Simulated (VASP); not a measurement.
Runs of VASP 6.6.1 on Ag3SnSe. The structure is that of space group Pm-3m (No. 221), or close to it. The cells are those of the table. 

```csv
task,cell,k mesh,cutoff (eV),gap on the mesh (eV),pressure (GPa)
relaxation of cell and atoms,"relaxed from a = 4.938 Å, 5 atoms",4 × 4 × 4,600,none,0.0
single point,"a = 5.054 Å, 5 atoms",4 × 4 × 4,520,none,(a)
single point,"a = 5.077 Å, 5 atoms",8 × 8 × 8,520,none,0.0
single point,"a = 4.938 Å, 5 atoms",4 × 4 × 4,520,none,4.4
```

Alike in all rows: level PBE; potentials or basis VASP PAW PBE potentials, release 64 (Ag, Sn_d, Se); no spin polarisation; smearing gaussian 0.1 eV.

Q: Fill in the values left out.

A: (a) 0.4.

Caveats: spin-orbit coupling is left out, which moves the levels of the heavy elements.

A k mesh can miss the band edges, and the runs leave out spin-orbit coupling on Ag, Se, Sn.

A gap of «none» marks levels without a gap at the run's occupations.
